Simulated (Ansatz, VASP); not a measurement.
CdF2: VASP beside Ansatz

File POSCAR:

```
CdF2
1.0
    0.0000000000      2.6131800000      2.6535900000
    2.6131800000      0.0000000000      2.6535900000
    2.6131800000      2.6131800000      0.0000000000
Cd F
1 2
Direct
    0.0000000000      0.0000000000      0.0000000000
    0.2500000000      0.2500000000      0.2500000000
    0.7500000000      0.7500000000      0.7500000000
```

Contents of INCAR.step1:

```
SYSTEM = CdF2
PREC = Accurate
ENCUT = 520
ISMEAR = 0
SIGMA = 0.05
LREAL = .FALSE.
LASPH = .TRUE.
NELM = 60
NBANDS = 20
GGA = PE
ALGO = Normal
EDIFF = 1E-4
LWAVE = .TRUE.
LCHARG = .FALSE.
```

Contents of INCAR.step2:

```
SYSTEM = CdF2
PREC = Accurate
ENCUT = 520
EDIFF = 1E-7
ISMEAR = 0
SIGMA = 0.05
LREAL = .FALSE.
LASPH = .TRUE.
NELM = 60
ALGO = Normal
ISIF = 2
LWAVE = .FALSE.
LCHARG = .FALSE.
METAGGA = R2SCAN
LMIXTAU = .TRUE.
NBANDS = 20
ISTART = 1
```

The input KPOINTS:

```
Automatic mesh
0
G
  8 8 8
  0 0 0
```

Input for Ansatz:

```yaml
crystal:
  lattice:
    - [0.0, 2.61318, 2.65359]
    - [2.61318, 0.0, 2.65359]
    - [2.61318, 2.61318, 0.0]
  atoms:
    - { symbol: Cd, position: [0.0, 0.0, 0.0] }
    - { symbol: F, position: [0.25, 0.25, 0.25] }
    - { symbol: F, position: [0.75, 0.75, 0.75] }
basis:
  ecutwfc: 500
kpoints:
  mp_grid: { grid: [8, 8, 8] }
hamiltonian:
  xc: r2scan
scf:
  occupations: { method: gaussian, width: 0.05 }
output:
  forces: true
  stress: true
  eigenvalues: true
```

Change from the starting cell: strain -0.030 along x and y, -0.015 along z, atoms carried along.

Alike in both runs: task single point; functional r2SCAN; k mesh 8 × 8 × 8; occupations gaussian, width 0.05 eV; no spin polarisation.

|  | VASP | Ansatz |
| --- | --- | --- |
| version | VASP 6.6.1 | Ansatz 0.2.0 |
| potentials or method | VASP PAW PBE potentials, release 64 (Cd, F), cutoff 520 eV | scalar-relativistic, plane waves, PAW |
| valence electrons in the cell | 26 | 34 |

VASP gave:

```
gap on the k mesh at the Fermi level (eV)                     : 4.01
least direct gap on the mesh (eV)                             : 4.38
pressure (GPa)                                                : 11.9
traceless stress, the component that is largest in VASP (GPa) : -1.22
```

Problem. Which values does Ansatz return?

Solution. gap on the k mesh at the Fermi level (eV): 4.06; least direct gap on the mesh (eV): 4.44; pressure (GPa): 10.3; traceless stress, the component that is largest in VASP (GPa): -1.24.

VASP's potentials were made for PBE, not for r2SCAN. VASP's potentials hold 26 valence electrons a cell and Ansatz's 34, so a difference there can come from the potentials and not from the codes.
